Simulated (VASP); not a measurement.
Al:

```
Al
1.0
     0.00000    1.87048    1.87048
     1.87048    0.00000    1.87048
     1.87048    1.87048    0.00000
Al
1
Direct
  0.00000 0.00000 0.00000
```

* Program: VASP 6.6.1
* Task: relaxation of cell and atoms
* Functional: PBE
* Potentials or basis: VASP PAW PBE potentials, release 64 (Al)
* Cutoff: 500 eV
* k mesh: 17 × 17 × 17
* Occupations: fermi-dirac, width 0.05 eV
* Spin: no spin polarisation

At the start: pressure 30.2 GPa; volume 13.09 Å³/atom.

Where does the relaxation end?

Over 5 steps the energy falls by 260.1 meV/atom and the volume is 16.47 Å³/atom (+25.9 %); space group Fm-3m (No. 225, to 0.05 Å).

Step by step:
| step | energy change (eV) | largest force (eV/Å) | pressure (GPa) | volume (Å³) |
| --- | --- | --- | --- | --- |
| 1 | 0.0000 | 0.0000 | 30.24 | 13.09 |
| 2 | -0.2179 | 0.0000 | -6.52 | 18.35 |
| 3 | -0.2601 | 0.0000 | 0.17 | 16.44 |
| 4 | -0.2601 | 0.0000 | -0.17 | 16.51 |
| 5 | -0.2601 | 0.0000 | 0.01 | 16.47 |

Final structure:
```xyz
1
Lattice="0.0000 2.0195 2.0195 2.0195 0.0000 2.0195 2.0195 2.0195 0.0000" Properties=species:S:1:pos:R:3 pbc="T T T"
Al    0.0000    0.0000    0.0000
```

Caveat: the volume moved by over 15 % at a fixed basis, so the end points are rough.
